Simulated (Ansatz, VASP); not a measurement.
**Li3HS in VASP and in Ansatz**

The input INCAR:

```
SYSTEM = Li3HS
PREC     = Accurate       ! precision mode
ENCUT    = 600            ! plane-wave cutoff, eV
EDIFF    = 1E-6           ! SCF threshold, eV
ISMEAR   = 0              ! smearing method
SIGMA    = 0.02           ! smearing width, eV
LREAL    = .False.        ! projectors in reciprocal space
LASPH    = .True.         ! aspherical terms in the spheres
NELM     = 60             ! most SCF steps
ALGO     = Normal         ! electronic algorithm
ISIF     = 3              ! what is computed and relaxed
LWAVE    = .False.        ! write WAVECAR
LCHARG   = .False.        ! write CHGCAR
IBRION   = 2              ! ionic algorithm
NSW      = 70             ! ionic steps
EDIFFG   = -0.005         ! ionic threshold
```

The input KPOINTS:

```
regular mesh
0
Gamma
  6 6 6
  0 0 0
```

POSCAR

```
Li3HS
1.0
    3.8011716747      0.0000000000      0.0000000000
    0.0000000000      3.8011716747      0.0000000000
    0.0000000000      0.0000000000      3.8011716747
S H Li
1 1 3
Direct
    0.5000000000      0.5000000000      0.5000000000
    0.0000000000      0.0000000000      0.0000000000
    0.5000000000      0.0000000000      0.0000000000
    0.0000000000      0.5000000000      0.0000000000
    0.0000000000      0.0000000000      0.5000000000
```

Input for Ansatz:

```yaml
crystal:
  lattice:
    - [3.8011716747, 0.0, 0.0]
    - [0.0, 3.8011716747, 0.0]
    - [0.0, 0.0, 3.8011716747]
  atoms:
    - { symbol: S, position: [0.5, 0.5, 0.5] }
    - { symbol: H, position: [0.0, 0.0, 0.0] }
    - { symbol: Li, position: [0.5, 0.0, 0.0] }
    - { symbol: Li, position: [0.0, 0.5, 0.0] }
    - { symbol: Li, position: [0.0, 0.0, 0.5] }
basis:
  ecutwfc: 420
kpoints:
  mp_grid: { grid: [6, 6, 6] }
hamiltonian:
  xc: lda
scf:
  occupations: { method: gaussian, width: 0.02 }
output:
  forces: true
  stress: true
  eigenvalues: true
relax:
  adjacent_minimum: "off"
  f_tol: 0.005
  max_steps: 50
  cell: { stress_tol: 0.05 }
```

Alike in both runs: task relaxation of cell and atoms; functional LDA; k mesh 6 × 6 × 6; occupations gaussian, width 0.02 eV; no spin polarisation.

|  | VASP | Ansatz |
| --- | --- | --- |
| version | VASP 6.6.1 | Ansatz 0.2.0 |
| potentials or method | VASP PAW LDA potentials, release 64 (S, H, Li_sv), cutoff 600 eV | scalar-relativistic, plane waves, PAW |
| valence electrons in the cell | 16 | 16 |

|  | VASP | Ansatz | Ansatz less VASP |
| --- | --- | --- | --- |
| gap on the k mesh at the Fermi level, each at its own relaxed structure (eV) | 4.37 | 4.34 | -0.037 |
| relaxed volume (Å³/atom) | 10.13 | 10.17 | +0.042 |
| relaxed length of the cell vector where the two differ most in proportion (Å) | 3.700 | 3.705 | +0.0051 |

LDA's correlation is that of Perdew and Zunger in VASP and of Perdew and Wang (1992) in Ansatz.

Noted on VASP's run: the cutoff is under 1.25 times that of the potentials, so the pressure is a little rough.
